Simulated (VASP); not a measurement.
# NiO (F-43m) in VASP: notebook

NiO is run at these levels: HF, PBEsol-based screened hybrid with 25 % exact exchange, HSE06; tasks: single point.

All numbers are computed with VASP 6.6.1; they aren't measurements. Logs are shortened: lines on timing, memory, paths and dates and some standing lists are left out, and cuts for length are marked.

### 1 The cell of the first run

It takes space group F-43m (No. 216, cubic). The conventional cell has a = 4.481 Å, b = 4.481 Å, c = 4.481 Å, α = 90.00°, β = 90.00°, γ = 90.00°. Within 2.6 Å of Ni (site symmetry -43m) lie 4 O at 1.94 Å. Within 2.6 Å of O (site symmetry -43m) lie 4 Ni at 1.94 Å.

### 2 Single point, HF, collinear spin, ferromagnetic start

Contents of POSCAR:

```
NiO
1.0
    0.0000000000      2.2406300000      2.2406300000
    2.2406300000      0.0000000000      2.2406300000
    2.2406300000      2.2406300000      0.0000000000
Ni O
1 1
Direct
    0.0000000000      0.0000000000      0.0000000000
    0.7500000000      0.7500000000      0.7500000000
```

Contents of INCAR.step1:

```
SYSTEM = NiO
PREC = Accurate ; ENCUT = 520
EDIFF = 1E-5 ; ISMEAR = -1
SIGMA = 0.05 ; LREAL = .FALSE.
LASPH = .TRUE. ; NELM = 150
ALGO = Normal ; ISIF = 2
LWAVE = .TRUE. ; LCHARG = .FALSE.
ISPIN = 2 ; MAGMOM = 1 0
LORBIT = 11 ; LMAXMIX = 4
NBANDS = 19 ; GGA = PE
```

Contents of INCAR.step2:

```
SYSTEM = NiO
PREC = Accurate ; ENCUT = 520
EDIFF = 1E-6 ; ISMEAR = -1
SIGMA = 0.05 ; LREAL = .FALSE.
LASPH = .TRUE. ; NELM = 150
ALGO = Normal ; ISIF = 2
LWAVE = .FALSE. ; LCHARG = .FALSE.
ISPIN = 2 ; MAGMOM = 1 0
LORBIT = 11 ; LMAXMIX = 4
GGA = PE ; LHFCALC = .TRUE.
AEXX = 1.0 ; ALDAC = 0.0
AGGAC = 0.0 ; PRECFOCK = Normal
NBANDS = 19 ; ISTART = 1
```

Contents of KPOINTS:

```
regular mesh
0
G
  5 5 5
  0 0 0
```

Potentials or basis: VASP PAW PBE potentials, release 64 (Ni, O).

Run with:

```sh
cat potpaw_PBE.64/Ni/POTCAR potpaw_PBE.64/O/POTCAR > POTCAR
cp INCAR.step1 INCAR
mpirun -np 1 vasp_std > vasp.out
cp INCAR.step2 INCAR
mpirun -np 1 vasp_std > vasp.out
```

OUTCAR:

```text
SYSTEM = NiO
   PREC = Accurate
   ENCUT = 520
   EDIFF = 1E-6
   ISMEAR = -1
   LREAL = .FALSE.
   LASPH = .TRUE.
   NELM = 150
   ISIF = 2
   ISPIN = 2
   LORBIT = 11
   GGA = PE
   LHFCALC = .TRUE.
   AEXX = 1.0
   PRECFOCK = Normal
   ISTART = 1

 ion  position               nearest neighbor table
   1  0.000  0.000  0.000-   2 1.94   2 1.94   2 1.94   2 1.94
   2  0.750  0.750  0.750-   1 1.94   1 1.94   1 1.94   1 1.94

  LATTYP: Found a face centered cubic cell.
 ALAT       =     4.4812600000

  Lattice vectors:

 A1 = (   0.0000000000,   2.2406300000,   2.2406300000)
 A2 = (   2.2406300000,   0.0000000000,   2.2406300000)
 A3 = (   2.2406300000,   2.2406300000,   0.0000000000)

Analysis of symmetry for initial positions (statically):
=====================================================================
 Subroutine PRICEL returns:
 Original cell was already a primitive cell.

 Routine SETGRP: Setting up the symmetry group for a
 face centered cubic supercell.

 Subroutine GETGRP returns: Found 24 space group operations
 (whereof 24 operations were pure point group operations)
 out of a pool of 48 trial point group operations.

The static configuration has the point symmetry T_d .

Analysis of symmetry for dynamics (positions and initial velocities):
=====================================================================
 Subroutine PRICEL returns:
 Original cell was already a primitive cell.

 Routine SETGRP: Setting up the symmetry group for a
 face centered cubic supercell.

 Subroutine GETGRP returns: Found 24 space group operations
 (whereof 24 operations were pure point group operations)
 out of a pool of 48 trial point group operations.

The dynamic configuration has the point symmetry T_d .

Analysis of structural, dynamic, and magnetic symmetry:
=====================================================================
 Subroutine PRICEL returns:
 Original cell was already a primitive cell.

 Routine SETGRP: Setting up the symmetry group for a
 face centered cubic supercell.

 Subroutine GETGRP returns: Found 24 space group operations
 (whereof 24 operations were pure point group operations)
 out of a pool of 48 trial point group operations.

The overall configuration has the point symmetry T_d .

 Subroutine INISYM returns: Found 24 space group operations
 (whereof 24 operations are pure point group operations),
 and found     1 'primitive' translations

----------------------------------------------------------------------------------------

                                     Primitive cell

  volume of cell :      22.4978

  direct lattice vectors                    reciprocal lattice vectors
     0.000000000  2.240630000  2.240630000    -0.223151524  0.223151524  0.223151524
     2.240630000  0.000000000  2.240630000     0.223151524 -0.223151524  0.223151524
     2.240630000  2.240630000  0.000000000     0.223151524  0.223151524 -0.223151524

  length of vectors
     3.168729334  3.168729334  3.168729334     0.386509778  0.386509778  0.386509778

  position of ions in fractional coordinates (direct lattice)
     0.000000000  0.000000000  0.000000000
     0.750000000  0.750000000  0.750000000

  ion indices of the primitive-cell ions
   primitive index   ion index
                 1           1
                 2           2

----------------------------------------------------------------------------------------

 KPOINTS: regular mesh

Automatic generation of k-mesh.
 Grid dimensions read from file:
 generate k-points for:    5    5    5

 Generating k-lattice:

  Cartesian coordinates                     Fractional coordinates (reciprocal lattice)
    -0.044630305  0.044630305  0.044630305     0.200000000  0.000000000  0.000000000
     0.044630305 -0.044630305  0.044630305     0.000000000  0.200000000  0.000000000
     0.044630305  0.044630305 -0.044630305     0.000000000  0.000000000  0.200000000

  Length of vectors
     0.077301956  0.077301956  0.077301956

  Shift w.r.t. Gamma in fractional coordinates (k-lattice)
     0.000000000  0.000000000  0.000000000

 Subroutine IBZKPT returns following result:
 ===========================================

 Found     10 irreducible k-points:

 Following reciprocal coordinates:
            Coordinates               Weight
  0.000000  0.000000  0.000000      1.000000
  0.200000  0.000000  0.000000      8.000000
  0.400000  0.000000  0.000000      8.000000
  0.200000  0.200000  0.000000      6.000000
  0.400000  0.200000  0.000000     24.000000
 -0.400000  0.200000  0.000000     24.000000
 -0.200000  0.200000  0.000000     12.000000
  0.400000  0.400000  0.000000      6.000000
 -0.400000  0.400000  0.000000     12.000000
 -0.400000  0.400000  0.200000     24.000000
   k-points           NKPTS =     10   k-points in BZ     NKDIM =    125   number of bands    NBANDS=     19
   number of dos      NEDOS =    301   number of ions     NIONS =      2
   total plane-waves  NPLWV =  13824
[... 83 lines left out ...]
      3     -13.7852      1.00000
      4     -13.7852      1.00000
      5     -11.8422      1.00000
      6     -11.8422      1.00000
[... 11 lines left out ...]
     18      35.2037      0.00000
     19      35.2037      0.00000

 k-point     2 :       0.2000    0.0000    0.0000
  band No.  band energies     occupation
      1     -24.5226      1.00000
      2     -13.6806      1.00000
      3     -13.6806      1.00000
      4     -13.5465      1.00000
      5     -11.8642      1.00000
      6     -11.8642      1.00000
[... 11 lines left out ...]
     18      39.3728      0.00000
     19      39.3728      0.00000

 k-point     3 :       0.4000    0.0000    0.0000
  band No.  band energies     occupation
      1     -24.1436      1.00000
      2     -13.5178      1.00000
      3     -13.5178      1.00000
      4     -12.8087      1.00000
      5     -11.8830      1.00000
      6     -11.8830      1.00000
[... 125 lines left out ...]
  band No.  band energies     occupation
      1     -23.8839      1.00000
      2     -13.2726      1.00000
      3     -13.1996      1.00000
      4     -12.4011      1.00000
      5     -12.3124      1.00000
      6     -11.7859      1.00000
[... 11 lines left out ...]
     18      40.4387      0.00000
     19      43.2963      0.00000

 k-point    10 :      -0.4000    0.4000    0.2000
  band No.  band energies     occupation
      1     -23.9289      1.00000
      2     -13.3639      1.00000
      3     -13.2544      1.00000
      4     -12.4791      1.00000
      5     -12.1209      1.00000
      6     -11.8507      1.00000
[... 11 lines left out ...]
     18      41.7026      0.00000
     19      42.5211      0.00000
 Fermi energy:         8.2787325204

 spin component 2

 k-point     1 :       0.0000    0.0000    0.0000
  band No.  band energies     occupation
      1     -24.4072      1.00000
      2      -9.0833      1.00000
      3      -9.0833      1.00000
      4      -3.7421      1.00000
      5      -3.7421      1.00000
      6      -3.7421      1.00000
[... 11 lines left out ...]
     18      35.1092      0.00000
     19      35.1092      0.00000

 k-point     2 :       0.2000    0.0000    0.0000
  band No.  band energies     occupation
      1     -24.0923      1.00000
      2      -9.1505      1.00000
      3      -9.1505      1.00000
      4      -5.2851      1.00000
      5      -3.5381      1.00000
      6      -3.5381      1.00000
[... 11 lines left out ...]
     18      39.3836      0.00000
     19      39.3836      0.00000

 k-point     3 :       0.4000    0.0000    0.0000
  band No.  band energies     occupation
      1     -23.5592      1.00000
      2      -9.2704      1.00000
      3      -9.2704      1.00000
      4      -6.7257      1.00000
      5      -3.1567      1.00000
      6      -3.1567      1.00000
[... 126 lines left out ...]
      1     -23.1982      1.00000
      2     -10.0052      1.00000
      3      -9.0345      1.00000
      4      -4.7515      1.00000
      5      -4.0965      1.00000
      6      -3.4748      1.00000
[... 11 lines left out ...]
     18      40.5011      0.00000
     19      42.9309      0.00000

 k-point    10 :      -0.4000    0.4000    0.2000
  band No.  band energies     occupation
      1     -23.2606      1.00000
      2      -9.7870      1.00000
      3      -9.1617      1.00000
      4      -5.1800      1.00000
      5      -3.9688      1.00000
      6      -3.4521      1.00000
[... 11 lines left out ...]
     18      41.9377      0.00000
     19      42.4243      0.00000

------------------------ aborting loop because EDIFF is reached ----------------------------------------

  FORCE on cell =-STRESS in cart. coord.  units (eV):
  Direction    XX          YY          ZZ          XY          YZ          ZX
  --------------------------------------------------------------------------------------
  -------------------------------------------------------------------------------------
  Total       -0.4764946     -0.4764946     -0.4764946     -0.0000000     -0.0000000      0.0000000
  in kB      -33.9334566    -33.9334566    -33.9334566     -0.0000000     -0.0000000      0.0000000
  external PRESSURE =     -33.9334566 kB  Pullay stress =       0.0000000 kB

 VOLUME and BASIS-vectors are now :
 -----------------------------------------------------------------------------
  energy-cutoff  :      520.00
  volume of cell :       22.50
      direct lattice vectors                 reciprocal lattice vectors
     0.000000000  2.240630000  2.240630000    -0.223151524  0.223151524  0.223151524
     2.240630000  0.000000000  2.240630000     0.223151524 -0.223151524  0.223151524
     2.240630000  2.240630000  0.000000000     0.223151524  0.223151524 -0.223151524

 POSITION                                       TOTAL-FORCE (eV/Angst)
 -----------------------------------------------------------------------------------
      0.00000      0.00000      0.00000         0.000000      0.000000      0.000000
      3.36095      3.36095      3.36095        -0.000000     -0.000000     -0.000000
 -----------------------------------------------------------------------------------
    total drift:                                0.000002      0.000002      0.000003

  FREE ENERGIE OF THE ION-ELECTRON SYSTEM (eV)
  ---------------------------------------------------
  free  energy   TOTEN  =       -31.0220500061 eV

  energy  without entropy=      -31.0220500061  energy(sigma->0) =      -31.02205001

 total charge

# of ion       s       p       d       tot
------------------------------------------
    1        0.396   0.590   7.756   8.741
    2        1.571   3.646   0.000   5.217
--------------------------------------------------
tot          1.967   4.236   7.756  13.959

 magnetization (x)

# of ion       s       p       d       tot
------------------------------------------
    1       -0.030  -0.051   2.259   2.178
    2        0.001   0.106   0.000   0.107
--------------------------------------------------
tot         -0.029   0.055   2.259   2.285
```

It took 21 min on 1 thread of Intel Xeon Platinum 8488C (Sapphire Rapids), shared host; peak memory 0.15 GiB.

Results:

```
Free energy                                           : -31.0221 eV
Pressure                                              : -3.4 GPa
Band gap on the k mesh                                : 4.82 eV (least direct gap 6.93 eV)
Net moment                                            : 2.00 μB per cell
Site moments                                          : Ni +2.18; O +0.11 μB
Valence electrons inside the program's atomic spheres : Ni 8.74; O 5.22
```

Caveat: the k points lie up to 0.49 Å⁻¹ apart; the PAW data sets were made with another functional, which shifts forces and pressure a little; an odd mesh through Γ misses points on the zone boundary, where band edges can lie; a cell with one magnetic atom can't hold antiferromagnetic order, which such compounds often take.

### 3 Single point, PBEsol-based screened hybrid with 25 % exact exchange, collinear spin, ferromagnetic start

This run uses another cell than the first one, of 10.63 Å³/atom.

Contents of POSCAR:

```
NiO
1.0
    0.0000000000      2.1985530508      2.1985530508
    2.1985530508      0.0000000000      2.1985530508
    2.1985530508      2.1985530508      0.0000000000
Ni O
1 1
Direct
    0.0000000000      0.0000000000      0.0000000000
    0.7500000000      0.7500000000      0.7500000000
```

Contents of INCAR.step1:

```
ALGO     = Normal         # electronic algorithm
EDIFF    = 1E-5           # SCF threshold, eV
ENCUT    = 520            # plane-wave cutoff, eV
GGA      = PE             # functional
ISIF     = 2              # what is computed and relaxed
ISMEAR   = -1             # smearing method
ISPIN    = 2              # spin polarisation
LASPH    = True           # aspherical terms in the spheres
LMAXMIX  = 4              # l up to which the mixer works
LORBIT   = 11             # projections on sites
LREAL    = False          # projectors in reciprocal space
LWAVE    = True           # write WAVECAR
MAGMOM   = 1 0            # initial moments
NBANDS   = 19             # bands
NELM     = 150            # most SCF steps
PREC     = Accurate       # precision mode
SIGMA    = 0.05           # smearing width, eV
```

Contents of INCAR.step2:

```
AEXX     = 0.25           # exact-exchange fraction
ALGO     = Normal         # electronic algorithm
EDIFF    = 1E-6           # SCF threshold, eV
ENCUT    = 520            # plane-wave cutoff, eV
GGA      = PS             # functional
HFSCREEN = 0.207          # screening, 1/A
ISIF     = 2              # what is computed and relaxed
ISMEAR   = -1             # smearing method
ISPIN    = 2              # spin polarisation
ISTART   = 1            
LASPH    = True           # aspherical terms in the spheres
LCHARG   = True           # write CHGCAR
LELF     = True           # ELF
LHFCALC  = True           # exact exchange
LMAXMIX  = 4              # l up to which the mixer works
LORBIT   = 11             # projections on sites
LREAL    = False          # projectors in reciprocal space
LVHAR    = True         
LWAVE    = False          # write WAVECAR
MAGMOM   = 1 0            # initial moments
NBANDS   = 19             # bands
NELM     = 150            # most SCF steps
PREC     = Accurate       # precision mode
PRECFOCK = Normal       
SIGMA    = 0.05           # smearing width, eV
```

Contents of KPOINTS:

```
k-points
0
Gamma
  5 5 5
```

Potentials or basis: VASP PAW PBE potentials, release 64 (Ni, O).

Run with:

```sh
cat potpaw_PBE.64/Ni/POTCAR potpaw_PBE.64/O/POTCAR > POTCAR
cp INCAR.step1 INCAR
mpirun -np 1 vasp_std > vasp.out
cp INCAR.step2 INCAR
mpirun -np 1 vasp_std > vasp.out
```

It took 24 min on 1 thread of AMD EPYC 9755, shared host; peak memory 0.22 GiB.

Results (log left out):

| Item | Value |
| --- | --- |
| Free energy | -15.7182 eV |
| Pressure | 0.8 GPa |
| Band gap on the k mesh | zero (filled and empty bands overlap) |
| Net moment | 2.00 μB per cell |
| Site moments | Ni +1.64; O +0.35 μB |
| Valence electrons inside the program's atomic spheres | Ni 9.20; O 5.04 |

Levels at points of the mesh, in eV from the Fermi level:
Spin up:
| k point | band 6 | band 7 | band 8 | band 9 | band 10 | band 11 | band 12 | band 13 |
| --- | --- | --- | --- | --- | --- | --- | --- | --- |
| (0.00, 0.00, 0.00) | -5.79 | -2.18 | -2.18 | -2.18 | 0.47 | 14.93 | 14.93 | 14.93 |
Spin down:
```
           k point  band 4  band 5  band 6  band 7  band 8  band 9  band 10  band 11
(0.00, 0.00, 0.00)   -6.88   -4.38   -4.38    0.59    2.47    2.47     2.47    15.15
```

Caveat: the k points lie up to 0.49 Å⁻¹ apart, too coarse for converged energies and pressures of a metal; the PAW data sets were made with another functional, which shifts forces and pressure a little; a cell with one magnetic atom can't hold antiferromagnetic order, which such compounds often take.

### 4 Single point, HSE06, collinear spin, ferromagnetic start

This run uses another cell than the first one, of 10.98 Å³/atom.

Contents of POSCAR:

```
NiO
1.0
    0.0000000000      2.2225450688      2.2225450688
    2.2225450688      0.0000000000      2.2225450688
    2.2225450688      2.2225450688      0.0000000000
Ni O
1 1
Direct
    0.0000000000      0.0000000000      0.0000000000
    0.7500000000      0.7500000000      0.7500000000
```

Contents of INCAR.step1:

```
SYSTEM = NiO
  PREC = Accurate
  ENCUT = 520
  EDIFF = 1E-5
  ISMEAR = -1
  SIGMA = 0.05
  LREAL = .FALSE.
  LASPH = .TRUE.
  NELM = 150
  ALGO = Normal
  ISIF = 2
  LWAVE = .TRUE.
  LCHARG = .FALSE.
  ISPIN = 2
  MAGMOM = 1 0
  LORBIT = 11
  LMAXMIX = 4
  GGA = PE
  NBANDS = 19
```

Contents of INCAR.step2:

```
SYSTEM = NiO
  PREC = Accurate
  ENCUT = 520
  EDIFF = 1E-6
  ISMEAR = -1
  SIGMA = 0.05
  LREAL = .FALSE.
  LASPH = .TRUE.
  NELM = 150
  ALGO = Normal
  ISIF = 2
  LWAVE = .FALSE.
  LCHARG = .FALSE.
  ISPIN = 2
  MAGMOM = 1 0
  LORBIT = 11
  LMAXMIX = 4
  GGA = PE
  LHFCALC = .TRUE.
  HFSCREEN = 0.2079
  PRECFOCK = Normal
  ISTART = 1
  NBANDS = 19
```

Contents of KPOINTS:

```
Automatic mesh
0
G
  5 5 5
  0 0 0
```

Run with:

```sh
cat potpaw_PBE.64/Ni/POTCAR potpaw_PBE.64/O/POTCAR > POTCAR
cp INCAR.step1 INCAR
mpirun -np 1 vasp_std > vasp.out
cp INCAR.step2 INCAR
mpirun -np 1 vasp_std > vasp.out
```

Run time: 32 min. Hardware: 1 thread of AMD EPYC 9755, shared host; peak memory 0.22 GiB.

The run converged. Its results:

| Property | Result |
| --- | --- |
| Free energy | -15.0743 eV |
| Pressure | 0.7 GPa |
| Band gap on the k mesh | zero (filled and empty bands overlap) |
| Net moment | 2.00 μB per cell |
| Site moments | Ni +1.65; O +0.34 μB |
| Valence electrons inside the program's atomic spheres | Ni 9.12; O 5.04 |

Levels at points of the mesh, in eV from the Fermi level:
Spin up:
```tsv
k point	band 7	band 8	band 9	band 10	band 11	band 12
(0.00, 0.00, 0.00)	-2.33	-2.33	-2.33	0.42	14.74	14.74
```
Spin down:
```tsv
k point	band 5	band 6	band 7	band 8	band 9	band 10
(0.00, 0.00, 0.00)	-4.50	-4.50	0.51	2.35	2.35	2.35
```

Caveat: the k points lie up to 0.49 Å⁻¹ apart, too coarse for converged energies and pressures of a metal; the PAW data sets were made with another functional, which shifts forces and pressure a little; a cell with one magnetic atom can't hold antiferromagnetic order, which such compounds often take.

### 5 Overview

```csv
level,cell,share of exact exchange,screening parameter,gap on the mesh (eV),pressure (GPa),moment (μB)
HF,"a = 3.169 Å, angles 60.0°, 2 atoms",1,-,4.82,-3.4,2.00
PBEsol-based screened hybrid with 25 % exact exchange,"a = 3.109 Å, angles 60.0°, 2 atoms",0.25,0.207 1/Å,none,0.8,2.00
HSE06,"a = 3.143 Å, angles 60.0°, 2 atoms",0.25,0.2079 1/Å,none,0.7,2.00
```

Alike in all rows: task single point; potentials or basis VASP PAW PBE potentials, release 64 (Ni, O); spin collinear, ferromagnetic start; k mesh 5 × 5 × 5; cutoff (eV) 520; smearing fermi-dirac 0.05 eV.

Caveats: all runs use coarse meshes; the PAW data sets were made with another functional, which shifts forces and pressure a little; a cell with one magnetic atom can't hold antiferromagnetic order, which such compounds often take; an odd mesh through Γ misses points on the zone boundary, where band edges can lie (at least some runs).

Absolute energies hang on the potentials; compare differences alone.
